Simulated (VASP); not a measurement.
Input of a VASP 6.6.1 run:

The input INCAR:

```
SYSTEM = VOs
ALGO     = Normal         ! electronic algorithm
EDIFF    = 1E-7           ! SCF threshold, eV
ENCUT    = 520            ! plane-wave cutoff, eV
GGA      = CA             ! functional
ISIF     = 2              ! what is computed and relaxed
ISMEAR   = -1             ! smearing method
ISPIN    = 2              ! spin polarisation
LASPH    = .TRUE.         ! aspherical terms in the spheres
LCHARG   = .TRUE.         ! write CHGCAR
LELF     = .TRUE.         ! ELF
LMAXMIX  = 4              ! l up to which the mixer works
LORBIT   = 11             ! projections on sites
LREAL    = .FALSE.        ! projectors in reciprocal space
LVHAR    = .TRUE.       
LWAVE    = .FALSE.        ! write WAVECAR
MAGMOM   = 0.38 0.01      ! initial moments
NBANDS   = 22             ! bands
NELM     = 150            ! most SCF steps
NUPDOWN  = 0.4            ! fixed moment
PREC     = Accurate       ! precision mode
SIGMA    = 0.1            ! smearing width, eV
```

KPOINTS

```
k-points
0
G
  11 11 11
  0 0 0
```

POSCAR

```
VOs
1.0
    3.0165740000      0.0000000000      0.0000000000
    0.0000000000      3.0165740000      0.0000000000
    0.0000000000      0.0000000000      3.0165740000
V Os
1 1
Direct
    0.0000000000      0.0000000000      0.0000000000
    0.5000000000      0.5000000000      0.5000000000
```

Potentials or basis: VASP PAW LDA potentials, release 64 (V_sv, Os).

Command:

```console
$ cat potpaw_LDA.64/V_sv/POTCAR potpaw_LDA.64/Os/POTCAR > POTCAR
$ mpirun -np 1 vasp_std > vasp.out
```

**Question.** Estimate the pressure.

**Answer.** -13.1 GPa.

Caveat: the total moment is fixed, so each spin has its own Fermi level.
